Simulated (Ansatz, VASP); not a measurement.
**Ga: VASP beside Ansatz**

File INCAR:

```
  PREC = Accurate
  ENCUT = 520
  EDIFF = 1E-7
  ISMEAR = 0
  SIGMA = 0.05
  LREAL = F
  LASPH = T
  NELM = 60
  ALGO = Fast
  ISIF = 2
  LWAVE = F
  LCHARG = T
  GGA = PE
  LELF = T
  LVHAR = T
  NBANDS = 48
```

KPOINTS

```
regular mesh
0
Gamma
  8 8 8
```

Contents of POSCAR:

```
Ga
1.0
   -3.0338579531      3.0338579531      3.0338579531
    3.0338579531     -3.0338579531      3.0338579531
    3.0338579531      3.0338579531     -3.0338579531
Ga
6
Direct
    0.2500000000      0.6250000000      0.3750000000
    0.3750000000      0.2500000000      0.6250000000
    0.7500000000      0.8750000000      0.1250000000
    0.1250000000      0.7500000000      0.8750000000
    0.6250000000      0.3750000000      0.2500000000
    0.8750000000      0.1250000000      0.7500000000
```

Input for Ansatz:

```yaml
crystal:
  lattice:
    - [-3.0338579531, 3.0338579531, 3.0338579531]
    - [3.0338579531, -3.0338579531, 3.0338579531]
    - [3.0338579531, 3.0338579531, -3.0338579531]
  atoms:
    - { symbol: Ga, position: [0.25, 0.625, 0.375] }
    - { symbol: Ga, position: [0.375, 0.25, 0.625] }
    - { symbol: Ga, position: [0.75, 0.875, 0.125] }
    - { symbol: Ga, position: [0.125, 0.75, 0.875] }
    - { symbol: Ga, position: [0.625, 0.375, 0.25] }
    - { symbol: Ga, position: [0.875, 0.125, 0.75] }
basis:
  ecutwfc: 500
  fft_grid_basis: typed
kpoints:
  mp_grid: { grid: [8, 8, 8] }
hamiltonian:
  xc: pbe
  pseudopotentials: { kind: paw }
scf:
  occupations: { method: gaussian, width: 0.05 }
output:
  forces: true
  stress: true
  eigenvalues: true
  bader: true
  write_density: true
  volumetric_format: npy
  elf: true
```

Alike in both runs: task single point; functional PBE; k mesh 8 × 8 × 8; occupations gaussian, width 0.05 eV; no spin polarisation.

|  | VASP | Ansatz |
| --- | --- | --- |
| version | VASP 6.6.1 | Ansatz 0.2.0 |
| potentials or method | VASP PAW PBE potentials, release 64 (Ga_d), cutoff 520 eV | scalar-relativistic, plane waves, PAW |
| valence electrons in the cell | 78 | 78 |

|  | VASP | Ansatz | Ansatz less VASP |
| --- | --- | --- | --- |
| gap on the k mesh at the Fermi level (eV) | none | none | - |
| pressure (GPa) | 1.0 | 0.9 | -0.11 |

A gap of «none» marks a metal or a gap that the smearing closes. The functional is the same, so the differences come from potentials, cutoffs and numerics.
